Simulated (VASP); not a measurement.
## TiO2: single point with r2SCAN

The system is TiO2.

```
Ti O
1.0
     2.67121   -2.67128   -0.01998
     2.67121    2.67128   -0.01998
    -2.63529    0.00000    4.81193
Ti O
2 4
Direct
  0.12501 0.87499 0.25000
  0.87499 0.12501 0.75000
  0.33225 0.08226 0.66451
  0.66775 0.91774 0.33549
  0.91774 0.66775 0.83549
  0.08226 0.33225 0.16451
```

```json
{"Program": "VASP 6.6.1", "Task": "single point", "Functional": "r2SCAN", "Potentials or basis": "VASP PAW PBE potentials, release 64 (Ti_sv, O)", "Cutoff": "520 eV", "k mesh": "8 × 8 × 8", "Occupations": "gaussian, width 0.01 eV", "Spin": "no spin polarisation", "Dipole correction": "no", "Further INCAR settings": "ALGO = Normal; EDIFF = 1e-07; NBANDS = 33"}
```

| Quantity | Value |
| --- | --- |
| Pressure | 1.2 GPa |
| Largest force | 0.029 eV/Å |
| Band gap on the k mesh | 2.59 eV (least direct gap 2.90 eV) |

Forces on the atoms (eV/Å):
```
Ti   0.000 -0.001  0.000
Ti   0.000  0.001  0.000
O    0.000  0.001  0.029
O    0.000 -0.001 -0.029
O    0.000  0.001 -0.029
O    0.000 -0.001  0.029
```

Stress tensor (GPa, compression positive):
```
1.29 0.00 0.00
0.00 1.29 0.00
0.00 0.00 1.11
```

Levels at points of the mesh, in eV from the valence-band top:
```csv
k point,band 22,band 23,band 24,band 25,band 26,band 27
"(0.00, 0.00, 0.00)",-0.76,-0.44,-0.44,2.59,3.31,4.50
"(0.50, 0.00, 0.00)",-0.93,-0.84,-0.65,3.72,3.99,4.04
"(0.00, 0.50, 0.50)",-0.93,-0.84,-0.65,3.72,3.99,4.04
"(0.50, 0.50, 0.00)",-2.05,-0.01,-0.01,3.77,3.77,4.24
"(0.50, 0.50, 0.50)",-2.05,-0.01,-0.01,3.77,3.77,4.24
"(0.00, 0.00, 0.50)",-1.26,-0.09,-0.09,2.94,2.94,4.26
```

It took 20 min on 1 thread of Intel(R) Xeon(R) Platinum 8488C (Sapphire Rapids) (shared host), peak memory 0.37 GiB.

Caveat: the PAW data sets were made with another functional, which shifts forces and pressure a little. A k mesh can miss the band edges.
